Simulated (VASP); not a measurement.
# C (Fd-3m) in VASP: single point with PBE

Aim: the single point of C with PBE.

Program: VASP 6.6.1. These are calculated values, not measurements. Logs are shortened: lines on timing, memory, paths and dates and some standing lists are left out, and cuts for length are marked.

### 1 The cell of the first run

Symmetry: Fd-3m, No. 227, cubic system. The conventional cell has a = 3.531 Å, b = 3.531 Å, c = 3.531 Å, α = 90.00°, β = 90.00°, γ = 90.00°. C (site symmetry -43m) has 4 C at 1.53 Å within 2.0 Å.

### 2 Single point, PBE

The input, INCAR:

```
SYSTEM = C
ALGO = Normal
EDIFF = 1E-6
ENCUT = 600
GGA = PE
GGA_COMPAT = .FALSE.
ISIF = 2
ISMEAR = 0
LASPH = .TRUE.
LCHARG = .FALSE.
LREAL = .FALSE.
LWAVE = .FALSE.
NBANDS = 11
NELM = 120
PREC = Accurate
SIGMA = 0.01
```

The input, KPOINTS:

```
k-points
0
G
  4 4 4
  0 0 0
```

The input, POSCAR:

```
C
1.0
    0.0000000000      1.7654836167      1.7654836167
    1.7654836167      0.0000000000      1.7654836167
    1.7654836167      1.7654836167      0.0000000000
C
2
Direct
    0.1250000000      0.1250000000      0.1250000000
    0.8750000000      0.8750000000      0.8750000000
```

Potentials or basis: VASP PAW PBE potentials, release 64 (C).

The run is started by

```
cat potpaw_PBE.64/C/POTCAR > POTCAR
mpirun -np 1 vasp_std > vasp.out
```

OUTCAR:

```text
SYSTEM = C
   EDIFF = 1E-6
   ENCUT = 600
   GGA = PE
   ISIF = 2
   ISMEAR = 0
   LASPH = .TRUE.
   LREAL = .FALSE.
   NELM = 120
   PREC = Accurate

 ion  position               nearest neighbor table
   1  0.125  0.125  0.125-   2 1.53   2 1.53   2 1.53   2 1.53
   2  0.875  0.875  0.875-   1 1.53   1 1.53   1 1.53   1 1.53

  LATTYP: Found a face centered cubic cell.
 ALAT       =     3.5309672334

  Lattice vectors:

 A1 = (   0.0000000000,   1.7654836167,   1.7654836167)
 A2 = (   1.7654836167,   0.0000000000,   1.7654836167)
 A3 = (   1.7654836167,   1.7654836167,   0.0000000000)

Analysis of symmetry for initial positions (statically):
=====================================================================
 Subroutine PRICEL returns:
 Original cell was already a primitive cell.

 Routine SETGRP: Setting up the symmetry group for a
 face centered cubic supercell.

 Subroutine GETGRP returns: Found 48 space group operations
 (whereof 12 operations were pure point group operations)
 out of a pool of 48 trial point group operations.

The static configuration has the point symmetry D_3d.
 The point group associated with its full space group is O_h .

Analysis of symmetry for dynamics (positions and initial velocities):
=====================================================================
 Subroutine PRICEL returns:
 Original cell was already a primitive cell.

 Routine SETGRP: Setting up the symmetry group for a
 face centered cubic supercell.

 Subroutine GETGRP returns: Found 48 space group operations
 (whereof 12 operations were pure point group operations)
 out of a pool of 48 trial point group operations.

The dynamic configuration has the point symmetry D_3d.
 The point group associated with its full space group is O_h .

 Subroutine INISYM returns: Found 48 space group operations
 (whereof 12 operations are pure point group operations),
 and found     1 'primitive' translations

----------------------------------------------------------------------------------------

                                     Primitive cell

  volume of cell :      11.0058

  direct lattice vectors                    reciprocal lattice vectors
     0.000000000  1.765483617  1.765483617    -0.283208519  0.283208519  0.283208519
     1.765483617  0.000000000  1.765483617     0.283208519 -0.283208519  0.283208519
     1.765483617  1.765483617  0.000000000     0.283208519  0.283208519 -0.283208519

  length of vectors
     2.496770875  2.496770875  2.496770875     0.490531544  0.490531544  0.490531544

  position of ions in fractional coordinates (direct lattice)
     0.125000000  0.125000000  0.125000000
     0.875000000  0.875000000  0.875000000

  ion indices of the primitive-cell ions
   primitive index   ion index
                 1           1
                 2           2

----------------------------------------------------------------------------------------

 KPOINTS: k-points

Automatic generation of k-mesh.
 Grid dimensions read from file:
 generate k-points for:    4    4    4

 Generating k-lattice:

  Cartesian coordinates                     Fractional coordinates (reciprocal lattice)
    -0.070802130  0.070802130  0.070802130     0.250000000  0.000000000  0.000000000
     0.070802130 -0.070802130  0.070802130     0.000000000  0.250000000  0.000000000
     0.070802130  0.070802130 -0.070802130     0.000000000  0.000000000  0.250000000

  Length of vectors
     0.122632886  0.122632886  0.122632886

  Shift w.r.t. Gamma in fractional coordinates (k-lattice)
     0.000000000  0.000000000  0.000000000

 Subroutine IBZKPT returns following result:
 ===========================================

 Found      8 irreducible k-points:

 Following reciprocal coordinates:
            Coordinates               Weight
  0.000000  0.000000  0.000000      1.000000
  0.250000  0.000000  0.000000      8.000000
  0.500000  0.000000  0.000000      4.000000
  0.250000  0.250000  0.000000      6.000000
  0.500000  0.250000  0.000000     24.000000
 -0.250000  0.250000  0.000000     12.000000
  0.500000  0.500000  0.000000      3.000000
 -0.250000  0.500000  0.250000      6.000000
   k-points           NKPTS =      8   k-points in BZ     NKDIM =      8   number of bands    NBANDS=     11
   number of dos      NEDOS =    301   number of ions     NIONS =      2
   total plane-waves  NPLWV =   8000
   dimension x,y,z NGX =    20 NGY =   20 NGZ =   20
   dimension x,y,z NGXF=    40 NGYF=   40 NGZF=   40
   ions per type =               2
   NGX,Y,Z   is equivalent  to a cutoff of  13.32, 13.32, 13.32 a.u.
   NGXF,Y,Z  is equivalent  to a cutoff of  26.63, 26.63, 26.63 a.u.
 SYSTEM =  C
   PREC   = accura    normal or accurate (medium, high low for compatibility)
   ISTART =      0    job   : 0-new  1-cont  2-samecut
   ICHARG =      2    charge: 1-file 2-atom 10-const
   ISPIN  =      1    spin polarized calculation?
   LNONCOLLINEAR =      F non collinear calculations
   LSORBIT =      F    spin-orbit coupling
   LASPH  =      T    aspherical Exc in radial PAW
   ENCUT  =  600.0 eV  44.10 Ry    6.64 a.u.   4.99  4.99  4.99*2*pi/ulx,y,z
   NELM   =    120;   NELMIN=  2; NELMDL= -5     # of ELM steps
   EDIFF  = 0.1E-05   stopping-criterion for ELM
   LREAL  =      F    real-space projection
   EDIFFG = 0.1E-04   stopping-criterion for IOM
   NSW    =      0    number of steps for IOM
   IBRION =     -1    ionic relax: 0-MD 1-quasi-New 2-CG
   NFREE  =      0    steps in history (QN), initial steepest desc. (CG)
   ISIF   =      2    stress and relaxation
   ISYM   =      2    0-nonsym 1-usesym 2-fastsym
   POTIM  = 0.5000    time-step for ionic-motion
   TEBEG  =    0.0;   TEEND  =   0.0 temperature during run
   PSTRESS=    0.0 pullay stress
   NELECT =       8.0000    total number of electrons
   NUPDOWN=      -1.0000    fix difference up-down
   EMIN   =  10.00;   EMAX   =-10.00  energy-range for DOS
   EFERMI =   0.00;   METHOD = LEGACY
   ISMEAR =     0;   SIGMA  =   0.01  broadening in eV -4-tet -1-fermi 0-gaus
   EFERMI_NEDOS =   21; number of points for ismear=-14 and -15
   IALGO  =     38    algorithm
   IMIX   =      4    mixing-type and parameters
     AMIX     =   0.40;   BMIX     =  1.00
     AMIX_MAG =   1.60;   BMIX_MAG =  1.00
  volume/ion in A,a.u.               =       5.50        37.14
  Fermi-wavevector in a.u.,A,eV,Ry     =   1.471966  2.781613 29.479528  2.166684
  Thomas-Fermi vector in A             =   2.587038
   LORBIT       =      0    0 simple, 1 ext, 2 COOP (PROOUT), +10 PAW based schemes
   GGA     = PE    functional components
   LHFCALC =     F    Hartree Fock is set to
   AEXX    =    0.0000 exact exchange contribution
   IVDW    =     0    specifies the selected vdW correction
   LEPSILON=     F    determine dielectric tensor
   LRPA    =     F    only Hartree local field effects (RPA)
 non-spin polarized calculation
 Gauss-broadening in eV      SIGMA  =   0.01
  energy-cutoff  :      600.00
  volume of cell :       11.01
 maximum number of plane-waves:       380
   NGX =  9   NGY =  9   NGZ =  9

 number of electron       7.9999999 magnetization

 Free energy of the ion-electron system (eV)
  ---------------------------------------------------
  ext. energy  EPLUGINS =         0.00000000
  ---------------------------------------------------
  free energy    TOTEN  =       -18.03466879 eV

  energy without entropy =      -18.03466879  energy(sigma->0) =      -18.03466879

 E-fermi :  10.3105     XC(G=0): -13.3896

 val. band max:       10.2041048262   @ k =   0.0000   0.0000   0.0000
 cond. band min:      14.7110053012   @ k =   0.2500   0.2500   0.0000
 fundamental gap:      4.5069004750
 Fermi energy:        10.3104601212

 k-point     1 :       0.0000    0.0000    0.0000
  band No.  band energies     occupation
      1     -11.6965      2.00000
      2      10.2041      2.00000
      3      10.2041      2.00000
      4      10.2041      2.00000
      5      15.8690      0.00000
      6      15.8690      0.00000
      7      15.8690      0.00000
      8      24.2352      0.00000
      9      29.8784      0.00000
     10      37.0506      0.00000
     11      37.0506      0.00000

 k-point     2 :       0.2500    0.0000    0.0000
  band No.  band energies     occupation
      1      -9.9440      2.00000
      2       3.4597      2.00000
      3       8.4033      2.00000
      4       8.4033      2.00000
      5      18.1285      0.00000
      6      18.1285      0.00000
      7      18.6265      0.00000
      8      25.3355      0.00000
      9      31.3124      0.00000
     10      32.8234      0.00000
     11      32.8234      0.00000

 k-point     3 :       0.5000    0.0000    0.0000
  band No.  band energies     occupation
      1      -5.7419      2.00000
      2      -3.5224      2.00000
      3       7.3223      2.00000
      4       7.3223      2.00000
      5      18.7794      0.00000
      6      18.7794      0.00000
      7      19.4604      0.00000
      8      26.1693      0.00000
      9      32.5296      0.00000
     10      34.9511      0.00000
     11      36.5518      0.00000

 k-point     4 :       0.2500    0.2500    0.0000
  band No.  band energies     occupation
      1      -9.3626      2.00000
      2       5.6501      2.00000
      3       5.9490      2.00000
      4       5.9490      2.00000
      5      14.7110      0.00000
      6      20.6366      0.00000
      7      22.0658      0.00000
      8      22.0658      0.00000
      9      30.9017      0.00000
     10      32.8265      0.00000
     11      40.0347      0.00000

 k-point     5 :       0.5000    0.2500    0.0000
  band No.  band energies     occupation
      1      -5.5295      2.00000
      2      -0.8129      2.00000
      3       3.2952      2.00000
      4       5.1764      2.00000
      5      16.3615      0.00000
      6      21.8571      0.00000
      7      23.2997      0.00000
      8      23.9376      0.00000
      9      30.9244      0.00000
     10      34.3732      0.00000
     11      38.1483      0.00000

 k-point     6 :      -0.2500    0.2500    0.0000
  band No.  band energies     occupation
      1      -7.1266      2.00000
      2       1.3442      2.00000
      3       2.3751      2.00000
      4       7.1002      2.00000
      5      18.2766      0.00000
      6      20.4155      0.00000
      7      22.8793      0.00000
      8      24.5672      0.00000
      9      30.1881      0.00000
     10      31.1425      0.00000
     11      35.5090      0.00000

 k-point     7 :       0.5000    0.5000    0.0000
  band No.  band energies     occupation
      1      -2.7861      2.00000
      2      -2.7861      2.00000
      3       3.7133      2.00000
      4       3.7133      2.00000
      5      15.0098      0.00000
      6      15.0098      0.00000
      7      27.4778      0.00000
      8      27.4778      0.00000
      9      34.0023      0.00000
     10      34.0023      0.00000
     11      43.0586      0.00000

 k-point     8 :      -0.2500    0.5000    0.2500
  band No.  band energies     occupation
      1      -1.9433      2.00000
      2      -1.9433      2.00000
      3       1.6048      2.00000
      4       1.6048      2.00000
      5      20.9523      0.00000
      6      20.9523      0.00000
      7      22.9119      0.00000
      8      22.9119      0.00000
      9      32.0008      0.00000
     10      32.0008      0.00000
     11      41.1158      0.00000

------------------------ aborting loop because EDIFF is reached ----------------------------------------

  FORCE on cell =-STRESS in cart. coord.  units (eV):
  Direction    XX          YY          ZZ          XY          YZ          ZX
  --------------------------------------------------------------------------------------
  -------------------------------------------------------------------------------------
  Total        1.1774945      1.1774945      1.1774945      0.0000000      0.0000000      0.0000000
  in kB      171.4148253    171.4148253    171.4148253      0.0000000      0.0000000      0.0000000
  external PRESSURE =     171.4148253 kB  Pullay stress =       0.0000000 kB

 VOLUME and BASIS-vectors are now :
 -----------------------------------------------------------------------------
  energy-cutoff  :      600.00
  volume of cell :       11.01
      direct lattice vectors                 reciprocal lattice vectors
     0.000000000  1.765483617  1.765483617    -0.283208519  0.283208519  0.283208519
     1.765483617  0.000000000  1.765483617     0.283208519 -0.283208519  0.283208519
     1.765483617  1.765483617  0.000000000     0.283208519  0.283208519 -0.283208519

 POSITION                                       TOTAL-FORCE (eV/Angst)
 -----------------------------------------------------------------------------------
      0.44137      0.44137      0.44137        -0.000000     -0.000000     -0.000000
      3.08960      3.08960      3.08960         0.000000      0.000000      0.000000
 -----------------------------------------------------------------------------------
    total drift:                                0.000000      0.000000     -0.000000

  FREE ENERGIE OF THE ION-ELECTRON SYSTEM (eV)
  ---------------------------------------------------
  free  energy   TOTEN  =       -18.0346687878 eV

  energy  without entropy=      -18.0346687878  energy(sigma->0) =      -18.03466879
```

It took 3.8 s on 1 thread of Intel Xeon 8259CL, shared host; peak memory 0.12 GiB.

Results:

* Free energy: -18.0347 eV
* Pressure: 17.1 GPa
* Band gap on the k mesh: 4.51 eV, indirect (least direct gap 5.66 eV)

Caveat: the k points lie up to 0.77 Å⁻¹ apart. As with any semilocal functional, this PBE gap is likely too small.
